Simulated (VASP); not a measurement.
# CaO (Cmcm) in VASP: a series of runs, part 2 of 2

VASP 6.6.1.

## Step 5: Single point, PBE

Input file INCAR:

```
SYSTEM = CaO
  ALGO = Normal
  EDIFF = 1E-6
  ENCUT = 520
  GGA = PE
  ISIF = 2
  ISMEAR = 0
  LASPH = .TRUE.
  LCHARG = .TRUE.
  LELF = .TRUE.
  LREAL = .FALSE.
  LVHAR = .TRUE.
  LWAVE = .FALSE.
  NBANDS = 24
  NELM = 100
  PREC = Accurate
  SIGMA = 0.05
```

Input file KPOINTS:

```
k-points
0
G
  9 9 6
  0 0 0
```

Input file POSCAR:

```
CaO
1.0
    4.1516455426      0.0000000000      0.0000000000
   -2.0758227713      3.3408683397      0.0000000000
    0.0000000000      0.0000000000      4.8077584735
Ca O
2 2
Direct
    0.3333333333      0.6666666667      0.7500000000
    0.6666666667      0.3333333333      0.2500000000
    0.3333333333      0.6666666667      0.2500000000
    0.6666666667      0.3333333333      0.7500000000
```

Potentials or basis: VASP PAW PBE potentials, release 64 (Ca_sv, O).

The run is started by

```sh
> cat potpaw_PBE.64/Ca_sv/POTCAR potpaw_PBE.64/O/POTCAR > POTCAR
> mpirun -np 1 vasp_std > vasp.out
```

OUTCAR:

```text
SYSTEM = CaO
   EDIFF = 1E-6
   ENCUT = 520
   GGA = PE
   ISIF = 2
   ISMEAR = 0
   LASPH = .TRUE.
   LREAL = .FALSE.
   NELM = 100
   PREC = Accurate

 ion  position               nearest neighbor table
   1  0.333  0.667  0.750-   4 2.23   4 2.36   4 2.36   3 2.40   3 2.40
   2  0.667  0.333  0.250-   3 2.23   3 2.36   3 2.36   4 2.40   4 2.40
   3  0.333  0.667  0.250-   2 2.23   2 2.36   2 2.36   1 2.40   1 2.40
   4  0.667  0.333  0.750-   1 2.23   1 2.36   1 2.36   2 2.40   2 2.40

  Warning from LATTYP: Monoclinic adjustment (A1->A3, A2->A1, A3->A2)!
  LATTYP: Found a base centered orthorhombic cell.
 ALAT       =     4.1516455426
 B/A-ratio  =     1.6094188704
 C/A-ratio  =     1.1580368372

  Lattice vectors:

 A1 = (   2.0758227713,  -3.3408683397,   0.0000000000)
 A2 = (   2.0758227713,   3.3408683397,   0.0000000000)
 A3 = (   0.0000000000,   0.0000000000,   4.8077584735)

Analysis of symmetry for initial positions (statically):
=====================================================================
 Subroutine PRICEL returns:
 Original cell was already a primitive cell.

 Routine SETGRP: Setting up the symmetry group for a
 base centered orthorhombic supercell.

 Subroutine GETGRP returns: Found  8 space group operations
 (whereof  4 operations were pure point group operations)
 out of a pool of  8 trial point group operations.

The static configuration has the point symmetry C_2h.
 The point group associated with its full space group is D_2h.

Analysis of symmetry for dynamics (positions and initial velocities):
=====================================================================
 Subroutine PRICEL returns:
 Original cell was already a primitive cell.

 Routine SETGRP: Setting up the symmetry group for a
 base centered orthorhombic supercell.

 Subroutine GETGRP returns: Found  8 space group operations
 (whereof  4 operations were pure point group operations)
 out of a pool of  8 trial point group operations.

The dynamic configuration has the point symmetry C_2h.
 The point group associated with its full space group is D_2h.

 Subroutine INISYM returns: Found  8 space group operations
 (whereof  4 operations are pure point group operations),
 and found     1 'primitive' translations

----------------------------------------------------------------------------------------

                                     Primitive cell

  volume of cell :      66.6841

  direct lattice vectors                    reciprocal lattice vectors
     4.151645543  0.000000000  0.000000000     0.240868347  0.149661689  0.000000000
    -2.075822771  3.340868340  0.000000000     0.000000000  0.299323379  0.000000000
     0.000000000  0.000000000  4.807758473     0.000000000  0.000000000  0.207997137

  length of vectors
     4.151645543  3.933248205  4.807758473     0.283577471  0.299323379  0.207997137

  position of ions in fractional coordinates (direct lattice)
     0.333333333  0.666666667  0.750000000
     0.666666667  0.333333333  0.250000000
     0.333333333  0.666666667  0.250000000
     0.666666667  0.333333333  0.750000000

  ion indices of the primitive-cell ions
   primitive index   ion index
                 1           1
                 2           2
                 3           3
                 4           4

----------------------------------------------------------------------------------------

 KPOINTS: k-points

Automatic generation of k-mesh.
 Grid dimensions read from file:
 generate k-points for:    9    9    6

 Generating k-lattice:

  Cartesian coordinates                     Fractional coordinates (reciprocal lattice)
     0.026763150  0.016629077  0.000000000     0.111111111  0.000000000  0.000000000
     0.000000000  0.033258153  0.000000000     0.000000000  0.111111111  0.000000000
     0.000000000  0.000000000  0.034666190     0.000000000  0.000000000  0.166666667

  Length of vectors
     0.031508608  0.033258153  0.034666190

  Shift w.r.t. Gamma in fractional coordinates (k-lattice)
     0.000000000  0.000000000  0.000000000

 Subroutine IBZKPT returns following result:
 ===========================================

 Found    100 irreducible k-points:

 Following reciprocal coordinates:
            Coordinates               Weight
  0.000000  0.000000  0.000000      1.000000
  0.111111 -0.000000  0.000000      4.000000
  0.222222  0.000000  0.000000      4.000000
  0.333333  0.000000  0.000000      4.000000
  0.444444  0.000000  0.000000      4.000000
  0.000000  0.111111  0.000000      2.000000
[... 16 lines left out ...]
  0.333333  0.333333  0.000000      2.000000
  0.000000  0.444444  0.000000      2.000000
 [... further k-points ...]
   k-points           NKPTS =    100   k-points in BZ     NKDIM =    100   number of bands    NBANDS=     24
   number of dos      NEDOS =    301   number of ions     NIONS =      4
   total plane-waves  NPLWV =  34560
   dimension x,y,z NGX =    32 NGY =   30 NGZ =   36
   dimension x,y,z NGXF=    64 NGYF=   60 NGZF=   72
   ions per type =               2   2
   NGX,Y,Z   is equivalent  to a cutoff of  12.81, 12.68, 12.45 a.u.
   NGXF,Y,Z  is equivalent  to a cutoff of  25.63, 25.36, 24.90 a.u.
 SYSTEM =  CaO
   PREC   = accura    normal or accurate (medium, high low for compatibility)
   ISTART =      0    job   : 0-new  1-cont  2-samecut
   ICHARG =      2    charge: 1-file 2-atom 10-const
   ISPIN  =      1    spin polarized calculation?
   LNONCOLLINEAR =      F non collinear calculations
   LSORBIT =      F    spin-orbit coupling
   LASPH  =      T    aspherical Exc in radial PAW
   ENCUT  =  520.0 eV  38.22 Ry    6.18 a.u.   7.72  7.31  8.94*2*pi/ulx,y,z
   NELM   =    100;   NELMIN=  2; NELMDL= -5     # of ELM steps
   EDIFF  = 0.1E-05   stopping-criterion for ELM
   LREAL  =      F    real-space projection
   EDIFFG = 0.1E-04   stopping-criterion for IOM
   NSW    =      0    number of steps for IOM
   IBRION =     -1    ionic relax: 0-MD 1-quasi-New 2-CG
   NFREE  =      0    steps in history (QN), initial steepest desc. (CG)
   ISIF   =      2    stress and relaxation
   ISYM   =      2    0-nonsym 1-usesym 2-fastsym
   POTIM  = 0.5000    time-step for ionic-motion
   TEBEG  =    0.0;   TEEND  =   0.0 temperature during run
   PSTRESS=    0.0 pullay stress
   NELECT =      32.0000    total number of electrons
   NUPDOWN=      -1.0000    fix difference up-down
   EMIN   =  10.00;   EMAX   =-10.00  energy-range for DOS
   EFERMI =   0.00;   METHOD = LEGACY
   ISMEAR =     0;   SIGMA  =   0.05  broadening in eV -4-tet -1-fermi 0-gaus
   EFERMI_NEDOS =   21; number of points for ismear=-14 and -15
   IALGO  =     38    algorithm
   IMIX   =      4    mixing-type and parameters
     AMIX     =   0.40;   BMIX     =  1.00
     AMIX_MAG =   1.60;   BMIX_MAG =  1.00
  volume/ion in A,a.u.               =      16.67       112.50
  Fermi-wavevector in a.u.,A,eV,Ry     =   1.281693  2.422049 22.350799  1.642737
  Thomas-Fermi vector in A             =   2.414048
   LORBIT       =      0    0 simple, 1 ext, 2 COOP (PROOUT), +10 PAW based schemes
   GGA     = PE    functional components
   LHFCALC =     F    Hartree Fock is set to
   AEXX    =    0.0000 exact exchange contribution
   IVDW    =     0    specifies the selected vdW correction
   LEPSILON=     F    determine dielectric tensor
   LRPA    =     F    only Hartree local field effects (RPA)
 non-spin polarized calculation
 Gauss-broadening in eV      SIGMA  =   0.05
  energy-cutoff  :      520.00
  volume of cell :       66.68
 maximum number of plane-waves:      1816
   NGX = 15   NGY = 15   NGZ = 17

 number of electron      31.9999990 magnetization

 Free energy of the ion-electron system (eV)
  ---------------------------------------------------
  ext. energy  EPLUGINS =         0.00000000
  ---------------------------------------------------
  free energy    TOTEN  =       -25.30369964 eV

  energy without entropy =      -25.30369964  energy(sigma->0) =      -25.30369964

 E-fermi :   1.5520     XC(G=0):  -9.3515

 val. band max:        1.2854818697   @ k =   0.0000   0.0000   0.0000
 cond. band min:       4.4300742832   @ k =   0.0000   0.0000   0.0000
 fundamental gap:      3.1445924135
 Fermi energy:         1.5519521985

 k-point     1 :       0.0000    0.0000    0.0000
  band No.  band energies     occupation
      1     -36.3962      2.00000
      2     -36.2710      2.00000
      3     -17.7228      2.00000
      4     -17.5148      2.00000
      5     -17.4787      2.00000
      6     -17.3167      2.00000
[... 637 lines left out ...]
     23       9.7575      0.00000
     24       9.7646      0.00000

 [... further k-points ...]
[... 5 lines left out ...]
  --------------------------------------------------------------------------------------
  -------------------------------------------------------------------------------------
  Total       -0.8946610      1.6835996      0.2318587      0.0000000      0.0000000      0.0000000
  in kB      -21.4954646     40.4508017      5.5707246      0.0000000      0.0000000      0.0000000
  external PRESSURE =       8.1753539 kB  Pullay stress =       0.0000000 kB

 VOLUME and BASIS-vectors are now :
 -----------------------------------------------------------------------------
  energy-cutoff  :      520.00
  volume of cell :       66.68
      direct lattice vectors                 reciprocal lattice vectors
     4.151645543  0.000000000  0.000000000     0.240868347  0.149661689  0.000000000
    -2.075822771  3.340868340  0.000000000     0.000000000  0.299323379  0.000000000
     0.000000000  0.000000000  4.807758473     0.000000000  0.000000000  0.207997137

 POSITION                                       TOTAL-FORCE (eV/Angst)
 -----------------------------------------------------------------------------------
     -0.00000      2.22725      3.60582         0.000000     -0.506861      0.000000
      2.07582      1.11362      1.20194         0.000000      0.506861      0.000000
     -0.00000      2.22725      1.20194         0.000000     -0.400357      0.000000
      2.07582      1.11362      3.60582        -0.000000      0.400357     -0.000000
 -----------------------------------------------------------------------------------
    total drift:                                0.000000     -0.000000      0.000000

  FREE ENERGIE OF THE ION-ELECTRON SYSTEM (eV)
  ---------------------------------------------------
  free  energy   TOTEN  =       -25.3036996367 eV

  energy  without entropy=      -25.3036996367  energy(sigma->0) =      -25.30369964
```

OSZICAR:

```text
N       E                     dE             d eps       ncg     rms          rms(c)
DAV:   1     0.321854335270E+03    0.32185E+03   -0.16461E+04  4808   0.133E+03
DAV:   2    -0.358138768832E+01   -0.32544E+03   -0.30741E+03  5576   0.386E+02
DAV:   3    -0.291873042042E+02   -0.25606E+02   -0.25429E+02  7808   0.103E+02
DAV:   4    -0.300719320642E+02   -0.88463E+00   -0.88328E+00  6736   0.170E+01
DAV:   5    -0.300955086741E+02   -0.23577E-01   -0.23576E-01  6848   0.202E+00    0.131E+01
DAV:   6    -0.254327863861E+02    0.46627E+01   -0.22282E+01  6888   0.301E+01    0.548E+00
DAV:   7    -0.253511755110E+02    0.81611E-01   -0.25653E+00  6408   0.104E+01    0.282E+00
DAV:   8    -0.253103589671E+02    0.40817E-01   -0.35778E-01  6512   0.458E+00    0.921E-01
DAV:   9    -0.252998228851E+02    0.10536E-01   -0.98679E-02  6232   0.188E+00    0.230E-01
DAV:  10    -0.253038534544E+02   -0.40306E-02   -0.10361E-02  5440   0.685E-01    0.142E-01
DAV:  11    -0.253039032740E+02   -0.49820E-04   -0.65425E-03  6288   0.435E-01    0.113E-01
DAV:  12    -0.253036949711E+02    0.20830E-03   -0.12101E-03  5608   0.242E-01    0.117E-02
DAV:  13    -0.253036983250E+02   -0.33539E-05   -0.50789E-05  6472   0.533E-02    0.562E-03
DAV:  14    -0.253036998550E+02   -0.15301E-05   -0.54151E-06  5256   0.149E-02    0.213E-03
DAV:  15    -0.253036996367E+02    0.21836E-06   -0.41425E-07  4504   0.529E-03
   1 F= -.25303700E+02 E0= -.25303700E+02  d E =-.268341E-16
```

It took 2.2 min on 1 thread of Oxide Virtual Turin-like, shared host; peak memory 0.24 GiB.

Results:

```
Free energy            : -25.3037 eV
Pressure               : 0.8 GPa
Largest force          : 0.507 eV/Å
Band gap on the k mesh : 3.14 eV, direct
```

Forces on the atoms (eV/Å):
```
Ca   0.000 -0.507  0.000
Ca   0.000  0.507  0.000
O    0.000 -0.400  0.000
O    0.000  0.400  0.000
```

Stress tensor (GPa, compression positive):
```
-2.15  0.00  0.00
 0.00  4.05  0.00
 0.00  0.00  0.56
```

Caveat: the cell differs from its parent crystal (strain +e along x and -e along y +0.0367, strain +e along z and -e/2 along x and y +0.0000).

## Step 6: Single point, PBE

Input file INCAR:

```
SYSTEM = CaO
PREC     = Accurate       ! precision mode
ENCUT    = 520            ! plane-wave cutoff, eV
EDIFF    = 1E-6           ! SCF threshold, eV
ISMEAR   = 0              ! smearing method
SIGMA    = 0.05           ! smearing width, eV
LREAL    = .FALSE.        ! projectors in reciprocal space
LASPH    = .TRUE.         ! aspherical terms in the spheres
NELM     = 80             ! most SCF steps
ALGO     = Normal         ! electronic algorithm
ISIF     = 2              ! what is computed and relaxed
LWAVE    = .FALSE.        ! write WAVECAR
LCHARG   = .FALSE.        ! write CHGCAR
GGA      = PE             ! functional
NBANDS   = 24             ! bands
```

Input file KPOINTS:

```
Automatic mesh
0
G
  9 9 6
  0 0 0
```

Input file POSCAR:

```
CaO
1.0
    3.5907909480      0.0000000000      0.0000000000
   -1.7953954740      3.8727090539      0.0000000000
    0.0000000000      0.0000000000      4.7438152858
Ca O
2 2
Direct
    0.3333333333      0.6666666667      0.7500000000
    0.6666666667      0.3333333333      0.2500000000
    0.3333333333      0.6666666667      0.2500000000
    0.6666666667      0.3333333333      0.7500000000
```

Potentials or basis: VASP PAW PBE potentials, release 64 (Ca_sv, O).

The run is started by

```sh
> cat potpaw_PBE.64/Ca_sv/POTCAR potpaw_PBE.64/O/POTCAR > POTCAR
> mpirun -np 1 vasp_std > vasp.out
```

Run time: 2.9 min. Hardware: 1 thread of Oxide Virtual Turin-like, shared host; peak memory 0.24 GiB.

It converged, with:

* Free energy: -24.9838 eV
* Pressure: 3.1 GPa
* Largest force: 0.987 eV/Å
* Band gap on the k mesh: 3.17 eV, direct

Forces in eV/Å, atoms in the order of the input:
```
Ca   0.000  0.987  0.000
Ca   0.000 -0.987  0.000
O    0.000  0.690  0.000
O    0.000 -0.690  0.000
```

Stress tensor (GPa, compression positive):
```
10.81  0.00  0.00
 0.00 -4.18  0.00
 0.00  0.00  2.60
```

Levels at points of the mesh, in eV from the valence-band top:
```
           k point  band 12  band 13  band 14  band 15  band 16  band 17  band 18  band 19  band 20  band 21
(0.00, 0.00, 0.00)    -1.23    -1.04    -0.90    -0.85     0.00     3.17     5.91     6.45     7.25     7.77
(0.00, 0.00, 0.50)    -1.62    -1.37    -1.37    -0.99    -0.99     4.87     4.87     7.58     7.58     8.06
```

Caveat: the cell differs from its parent crystal (strain +e along x and -e along y -0.1100, strain +e along z and -e/2 along x and y -0.0133). A k mesh can miss the band edges.

## Step 7: Overview

```tsv
cell	gap on the mesh (eV)	pressure (GPa)	largest force (eV/Å)
a = 4.125, b = 3.907, c = 4.872 Å, angles 90.0, 90.0, 121.9°, 4 atoms	3.19	0.8	0.54
a = 4.098, b = 3.880, c = 4.936 Å, angles 90.0, 90.0, 121.9°, 4 atoms	3.24	0.9	0.58
a = 3.911, b = 4.134, c = 4.679 Å, angles 90.0, 90.0, 118.2°, 4 atoms	3.01	1.4	0.36
a = 4.152, b = 3.933, c = 4.808 Å, angles 90.0, 90.0, 121.9°, 4 atoms	3.14	0.8	0.51
a = 3.591, b = 4.269, c = 4.744 Å, angles 90.0, 90.0, 114.9°, 4 atoms	3.17	3.1	0.99
```

Alike in all rows: task single point; level PBE; potentials or basis VASP PAW PBE potentials, release 64 (Ca_sv, O); no spin polarisation; k mesh 9 × 9 × 6; cutoff (eV) 520; smearing gaussian 0.05 eV.

Absolute energies hang on the potentials; compare differences alone.
